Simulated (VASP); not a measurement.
# Zr (Fd-3m) in VASP: a series of runs

The runs below take Zr through single point, with LDA.

Program: VASP 6.6.1. These are calculated values, not measurements. Logs are shortened: lines on timing, memory, paths and dates and some standing lists are left out, and cuts for length are marked.

## (1) The cell of the first run

The structure is cubic, space group Fd-3m (No. 227). Conventional cell: a = 6.050 Å, b = 6.050 Å, c = 6.050 Å, α = 90.00°, β = 90.00°, γ = 90.00°. Zr (site symmetry -43m) has 4 Zr at 2.62 Å within 3.5 Å.

This isn't the form of Zr at room conditions, which is hcp.

## (2) Single point, LDA

The input, POSCAR:

```
Zr
1.0
    0.0000000000      3.0250804479      3.0250804479
    3.0250804479      0.0000000000      3.0250804479
    3.0250804479      3.0250804479      0.0000000000
Zr
2
Direct
   -0.1250000000     -0.1250000000     -0.1250000000
    0.1250000000      0.1250000000      0.1250000000
```

The input, INCAR.step1:

```
SYSTEM = Zr
ALGO = Normal
EDIFF = 1E-7
ENCUT = 520
GGA = CA
ISIF = 2
ISMEAR = -1
LASPH = .True.
LCHARG = .True.
LMAXMIX = 4
LREAL = .False.
LWAVE = .False.
NBANDS = 19
NELM = 80
PREC = Accurate
SIGMA = 0.08
```

The input, KPOINTS.step1:

```
k-points
0
Gamma
  12 12 12
  0 0 0
```

The input, INCAR.step2:

```
SYSTEM = Zr
ALGO = Normal
EDIFF = 1E-7
ENCUT = 520
GGA = CA
ICHARG = 11
ISIF = 2
ISMEAR = -5
LASPH = .True.
LCHARG = .False.
LMAXMIX = 4
LORBIT = 10
LREAL = .False.
LWAVE = .False.
NEDOS = 2001
NELM = 80
PREC = Accurate
SIGMA = 0.08
```

The input, KPOINTS.step2:

```
k-points
0
Gamma
  18 18 18
  0 0 0
```

Potentials or basis: VASP PAW LDA potentials, release 64 (Zr_sv).

The run is started by

```console
cat potpaw_LDA.64/Zr_sv/POTCAR > POTCAR
cp INCAR.step1 INCAR
cp KPOINTS.step1 KPOINTS
mpirun -np 1 vasp_std > vasp.out
cp INCAR.step2 INCAR
cp KPOINTS.step2 KPOINTS
mpirun -np 1 vasp_std > vasp.out
```

OUTCAR:

```text
SYSTEM = Zr
   EDIFF = 1E-7
   ENCUT = 520
   GGA = CA
   ICHARG = 11
   ISIF = 2
   ISMEAR = -5
   LASPH = .True.
   LORBIT = 10
   LREAL = .False.
   NELM = 80
   PREC = Accurate

 ion  position               nearest neighbor table
   1  0.875  0.875  0.875-   2 2.62   2 2.62   2 2.62   2 2.62
   2  0.125  0.125  0.125-   1 2.62   1 2.62   1 2.62   1 2.62

  LATTYP: Found a face centered cubic cell.
 ALAT       =     6.0501608958

  Lattice vectors:

 A1 = (   0.0000000000,   3.0250804479,   3.0250804479)
 A2 = (   3.0250804479,   0.0000000000,   3.0250804479)
 A3 = (   3.0250804479,   3.0250804479,   0.0000000000)

Analysis of symmetry for initial positions (statically):
=====================================================================
 Subroutine PRICEL returns:
 Original cell was already a primitive cell.

 Routine SETGRP: Setting up the symmetry group for a
 face centered cubic supercell.

 Subroutine GETGRP returns: Found 48 space group operations
 (whereof 12 operations were pure point group operations)
 out of a pool of 48 trial point group operations.

The static configuration has the point symmetry D_3d.
 The point group associated with its full space group is O_h .

Analysis of symmetry for dynamics (positions and initial velocities):
=====================================================================
 Subroutine PRICEL returns:
 Original cell was already a primitive cell.

 Routine SETGRP: Setting up the symmetry group for a
 face centered cubic supercell.

 Subroutine GETGRP returns: Found 48 space group operations
 (whereof 12 operations were pure point group operations)
 out of a pool of 48 trial point group operations.

The dynamic configuration has the point symmetry D_3d.
 The point group associated with its full space group is O_h .

 Subroutine INISYM returns: Found 48 space group operations
 (whereof 12 operations are pure point group operations),
 and found     1 'primitive' translations

----------------------------------------------------------------------------------------

                                     Primitive cell

  volume of cell :      55.3657

  direct lattice vectors                    reciprocal lattice vectors
     0.000000000  3.025080448  3.025080448    -0.165284861  0.165284861  0.165284861
     3.025080448  0.000000000  3.025080448     0.165284861 -0.165284861  0.165284861
     3.025080448  3.025080448  0.000000000     0.165284861  0.165284861 -0.165284861

  length of vectors
     4.278109797  4.278109797  4.278109797     0.286281776  0.286281776  0.286281776

  position of ions in fractional coordinates (direct lattice)
     0.875000000  0.875000000  0.875000000
     0.125000000  0.125000000  0.125000000

  ion indices of the primitive-cell ions
   primitive index   ion index
                 1           1
                 2           2

----------------------------------------------------------------------------------------

 KPOINTS: k-points

Automatic generation of k-mesh.
 Grid dimensions read from file:
 generate k-points for:   18   18   18

 Generating k-lattice:

  Cartesian coordinates                     Fractional coordinates (reciprocal lattice)
    -0.009182492  0.009182492  0.009182492     0.055555556  0.000000000  0.000000000
     0.009182492 -0.009182492  0.009182492     0.000000000  0.055555556  0.000000000
     0.009182492  0.009182492 -0.009182492     0.000000000  0.000000000  0.055555556

  Length of vectors
     0.015904543  0.015904543  0.015904543

  Shift w.r.t. Gamma in fractional coordinates (k-lattice)
     0.000000000  0.000000000  0.000000000

 TETIRR: Found    806 inequivalent tetrahedra from    34992

 Subroutine IBZKPT returns following result:
 ===========================================

 Found    195 irreducible k-points:

 Following reciprocal coordinates:
            Coordinates               Weight
  0.000000  0.000000  0.000000      1.000000
  0.055556  0.000000  0.000000      8.000000
  0.111111  0.000000  0.000000      8.000000
  0.166667  0.000000  0.000000      8.000000
  0.222222  0.000000  0.000000      8.000000
  0.277778  0.000000  0.000000      8.000000
[... 16 lines left out ...]
 -0.277778  0.055556  0.000000     24.000000
 -0.222222  0.055556  0.000000     24.000000
 [... further k-points ...]
   k-points           NKPTS =    195   k-points in BZ     NKDIM =    195   number of bands    NBANDS=     16
   number of dos      NEDOS =   2001   number of ions     NIONS =      2
   total plane-waves  NPLWV =  32768
   dimension x,y,z NGX =    32 NGY =   32 NGZ =   32
   dimension x,y,z NGXF=    64 NGYF=   64 NGZF=   64
   ions per type =               2
   NGX,Y,Z   is equivalent  to a cutoff of  12.44, 12.44, 12.44 a.u.
   NGXF,Y,Z  is equivalent  to a cutoff of  24.87, 24.87, 24.87 a.u.
 SYSTEM =  Zr
   PREC   = accura    normal or accurate (medium, high low for compatibility)
   ISTART =      0    job   : 0-new  1-cont  2-samecut
   ICHARG =     11    charge: 1-file 2-atom 10-const
   ISPIN  =      1    spin polarized calculation?
   LNONCOLLINEAR =      F non collinear calculations
   LSORBIT =      F    spin-orbit coupling
   LASPH  =      T    aspherical Exc in radial PAW
   ENCUT  =  520.0 eV  38.22 Ry    6.18 a.u.   7.95  7.95  7.95*2*pi/ulx,y,z
   NELM   =     80;   NELMIN=  2; NELMDL=  0     # of ELM steps
   EDIFF  = 0.1E-06   stopping-criterion for ELM
   LREAL  =      F    real-space projection
   EDIFFG = 0.1E-05   stopping-criterion for IOM
   NSW    =      0    number of steps for IOM
   IBRION =     -1    ionic relax: 0-MD 1-quasi-New 2-CG
   NFREE  =      0    steps in history (QN), initial steepest desc. (CG)
   ISIF   =      2    stress and relaxation
   ISYM   =      2    0-nonsym 1-usesym 2-fastsym
   POTIM  = 0.5000    time-step for ionic-motion
   TEBEG  =    0.0;   TEEND  =   0.0 temperature during run
   PSTRESS=    0.0 pullay stress
   NELECT =      24.0000    total number of electrons
   NUPDOWN=      -1.0000    fix difference up-down
   EMIN   =  10.00;   EMAX   =-10.00  energy-range for DOS
   EFERMI =   0.00;   METHOD = LEGACY
   ISMEAR =    -5;   SIGMA  =   0.08  broadening in eV -4-tet -1-fermi 0-gaus
   EFERMI_NEDOS =   21; number of points for ismear=-14 and -15
   IALGO  =     38    algorithm
   IMIX   =      4    mixing-type and parameters
     AMIX     =   0.40;   BMIX     =  1.00
     AMIX_MAG =   1.60;   BMIX_MAG =  1.00
  volume/ion in A,a.u.               =      27.68       186.81
  Fermi-wavevector in a.u.,A,eV,Ry     =   1.238982  2.341336 20.885981  1.535076
  Thomas-Fermi vector in A             =   2.373484
   LORBIT       =     10    0 simple, 1 ext, 2 COOP (PROOUT), +10 PAW based schemes
   GGA     = CA    functional components
   LHFCALC =     F    Hartree Fock is set to
   AEXX    =    0.0000 exact exchange contribution
   IVDW    =     0    specifies the selected vdW correction
   LEPSILON=     F    determine dielectric tensor
   LRPA    =     F    only Hartree local field effects (RPA)
 non-spin polarized calculation
 Fermi weights with tetrahedron method with Bloechl corrections
  energy-cutoff  :      520.00
  volume of cell :       55.37
 maximum number of plane-waves:      1524

 number of electron      24.0000000 magnetization

 Free energy of the ion-electron system (eV)
  ---------------------------------------------------
  ext. energy  EPLUGINS =         0.00000000
  ---------------------------------------------------
  free energy    TOTEN  =       -13.83293779 eV

  energy without entropy =      -13.83293779  energy(sigma->0) =      -13.83293779

 E-fermi :   6.3846     XC(G=0): -10.1957

 val. band max:        6.4170902063   @ k =  -0.2778   0.5000   0.2222
 cond. band min:       6.3562859853   @ k =   0.4444   0.3889   0.0556
 fundamental gap:     -0.0608042210
 Fermi energy:         6.3845826712

 k-point     1 :       0.0000    0.0000    0.0000
  band No.  band energies     occupation
      1     -42.2657      2.00000
      2     -41.4349      2.00000
      3     -20.8074      2.00000
      4     -20.8074      2.00000
      5     -20.8074      2.00000
      6     -19.5177      2.00000
[... 8 lines left out ...]
     15       8.7313      0.00000
     16       8.7313      0.00000

 k-point     2 :       0.0556    0.0000    0.0000
  band No.  band energies     occupation
      1     -42.2612      2.00000
      2     -41.4399      2.00000
      3     -20.8128      2.00000
      4     -20.8128      2.00000
      5     -20.8076      2.00000
      6     -19.5172      2.00000
[... 8 lines left out ...]
     15       8.6290      0.00000
     16       8.7173      0.00000

 k-point     3 :       0.1111    0.0000    0.0000
  band No.  band energies     occupation
      1     -42.2479      2.00000
      2     -41.4546      2.00000
      3     -20.8282      2.00000
      4     -20.8282      2.00000
      5     -20.8081      2.00000
      6     -19.5159      2.00000
[... 8 lines left out ...]
     15       8.3459      0.00000
     16       8.6879      0.00000

 k-point     4 :       0.1667    0.0000    0.0000
  band No.  band energies     occupation
      1     -42.2266      2.00000
      2     -41.4780      2.00000
      3     -20.8510      2.00000
      4     -20.8510      2.00000
      5     -20.8094      2.00000
      6     -19.5132      2.00000
[... 8 lines left out ...]
     15       7.9430      0.00000
     16       8.6821      0.00000
[... 324 lines left out ...]
 k-point    22 :      -0.3333    0.0556    0.0000
  band No.  band energies     occupation
      1     -42.1155      2.00000
      2     -41.5980      2.00000
      3     -20.9722      2.00000
      4     -20.9324      2.00000
      5     -20.7875      2.00000
      6     -19.5263      2.00000
[... 8 lines left out ...]
     15       7.1108      0.00000
     16       9.1379      0.00000

 k-point    23 :      -0.2778    0.0556    0.0000
  band No.  band energies     occupation
      1     -42.1501      2.00000
      2     -41.5610      2.00000
      3     -20.9486      2.00000
      4     -20.9072      2.00000
      5     -20.7885      2.00000
      6     -19.5282      2.00000
[... 8 lines left out ...]
     15       7.1513      0.00000
     16       8.8493      0.00000

 k-point    24 :      -0.2222    0.0556    0.0000
  band No.  band energies     occupation
      1     -42.1841      2.00000
      2     -41.5243      2.00000
      3     -20.9198      2.00000
      4     -20.8797      2.00000
      5     -20.7903      2.00000
      6     -19.5292      2.00000
[... 8 lines left out ...]
     15       7.4142      0.00000
     16       8.6544      0.00000

 [... further k-points ...]

------------------------ aborting loop because EDIFF is reached ----------------------------------------

  FORCE on cell =-STRESS in cart. coord.  units (eV):
  Direction    XX          YY          ZZ          XY          YZ          ZX
  --------------------------------------------------------------------------------------
  -------------------------------------------------------------------------------------
  Total       -0.2099181     -0.2099181     -0.2099181     -0.0000000      0.0000000      0.0000000
  in kB       -6.0746272     -6.0746272     -6.0746272     -0.0000000      0.0000000      0.0000000
  external PRESSURE =      -6.0746272 kB  Pullay stress =       0.0000000 kB

 VOLUME and BASIS-vectors are now :
 -----------------------------------------------------------------------------
  energy-cutoff  :      520.00
  volume of cell :       55.37
      direct lattice vectors                 reciprocal lattice vectors
     0.000000000  3.025080448  3.025080448    -0.165284861  0.165284861  0.165284861
     3.025080448  0.000000000  3.025080448     0.165284861 -0.165284861  0.165284861
     3.025080448  3.025080448  0.000000000     0.165284861  0.165284861 -0.165284861

 POSITION                                       TOTAL-FORCE (eV/Angst)
 -----------------------------------------------------------------------------------
      5.29389      5.29389      5.29389        -0.000000     -0.000000     -0.000000
      0.75627      0.75627      0.75627         0.000000      0.000000      0.000000
 -----------------------------------------------------------------------------------
    total drift:                                0.000000      0.000000     -0.000000

  FREE ENERGIE OF THE ION-ELECTRON SYSTEM (eV)
  ---------------------------------------------------
  free  energy   TOTEN  =       -13.8329377901 eV

  energy  without entropy=      -13.8329377901  energy(sigma->0) =      -13.83293779

 total charge

# of ion       s       p       d       tot
------------------------------------------
    1        2.265   5.876   2.080  10.222
    2        2.265   5.876   2.080  10.222
--------------------------------------------------
tot          4.531  11.752   4.161  20.443
```

Run time: 3.9 min. Hardware: 1 thread of Intel Xeon 8259CL, shared host; peak memory 0.26 GiB.

Results:

```yaml
Valence_electrons_inside_the_program's_atomic_spheres: Zr 10.22
```

## (3) Single point, LDA (27.68 Å³/atom)

POSCAR is that of step 2.

The input, INCAR.step1:

```
PREC = Accurate
ENCUT = 520
EDIFF = 1E-6
ISMEAR = -1
SIGMA = 0.08
LREAL = False
LASPH = True
NELM = 60
ALGO = Normal
ISIF = 2
LWAVE = False
LCHARG = True
LMAXMIX = 4
GGA = CA
NBANDS = 19
```

The input, KPOINTS.step1:

```
Automatic mesh
0
Gamma
  12 12 12
```

The input, INCAR.step2:

```
PREC = Accurate
ENCUT = 520
EDIFF = 1E-6
ISMEAR = -5
SIGMA = 0.08
LREAL = False
LASPH = True
NELM = 60
ALGO = Normal
ISIF = 2
LWAVE = False
LCHARG = False
LMAXMIX = 4
GGA = CA
LORBIT = 11
NBANDS = 19
NEDOS = 1001
ICHARG = 11
```

The input, KPOINTS.step2:

```
Automatic mesh
0
Gamma
  18 18 18
```

Potentials or basis: VASP PAW LDA potentials, release 64 (Zr_sv).

The run is started by

```console
cat potpaw_LDA.64/Zr_sv/POTCAR > POTCAR
cp INCAR.step1 INCAR
cp KPOINTS.step1 KPOINTS
mpirun -np 1 vasp_std > vasp.out
cp INCAR.step2 INCAR
cp KPOINTS.step2 KPOINTS
mpirun -np 1 vasp_std > vasp.out
```

Wall time 4 min (1 thread of Intel Xeon 8259CL, shared host); peak memory 0.27 GiB.

It converged, with:

| Item | Value |
| --- | --- |
| Valence electrons inside the program's atomic spheres | Zr 10.22 |

Levels at points of the mesh, in eV from the Fermi level:
```
           k point  band 10  band 11  band 12  band 13  band 14  band 15
(0.00, 0.00, 0.00)    -1.08    -1.08     0.02     0.02     0.02     2.35
(0.50, 0.00, 0.00)    -1.35    -0.93    -0.93    -0.24    -0.24     1.04
(0.50, 0.50, 0.00)    -2.12    -0.17    -0.17     0.70     0.70     1.77
```
